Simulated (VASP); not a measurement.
Input of a VASP 6.6.1 run:

The input INCAR:

```
PREC = Accurate ; ENCUT = 520
EDIFF = 1E-7 ; ISMEAR = 0
SIGMA = 0.05 ; LREAL = F
LASPH = T ; NELM = 80
ALGO = Normal ; ISIF = 2
LWAVE = F ; LCHARG = F
GGA = PE ; NBANDS = 20
```

KPOINTS

```
Automatic mesh
0
Gamma
  10 10 10
```

POSCAR

```
Te2Pb
1.0
    2.1920497710      1.2655805253      6.2540589101
   -2.1920497710      1.2655805253      6.2540589101
    0.0000000000     -2.5311610507      6.2540589101
Pb Te
1 2
Direct
    0.0000000000      0.0000000000      0.0000000000
    0.2285457835      0.2285457835      0.2285457835
    0.7714542165      0.7714542165      0.7714542165
```

Potentials or basis: VASP PAW PBE potentials, release 64 (Pb_d, Te).

Launch:

```bash
$ cat potpaw_PBE.64/Pb_d/POTCAR potpaw_PBE.64/Te/POTCAR > POTCAR
$ mpirun -np 1 vasp_std > vasp.out
```

Problem. What does it give for the band gap on the k mesh?

Solution. Zero (bands 13 and 14 overlap by 0.82 eV).

Problem. What does it give for the pressure?

Solution. -0.7 GPa.

Problem. Predict the largest force.

Solution. 0.003 eV/Å.

Stress tensor (GPa, compression positive):
```
-0.68  0.00  0.00
 0.00 -0.68  0.00
 0.00  0.00 -0.78
```

Caveat: spin-orbit coupling is left out, which moves the levels of the heavy elements.
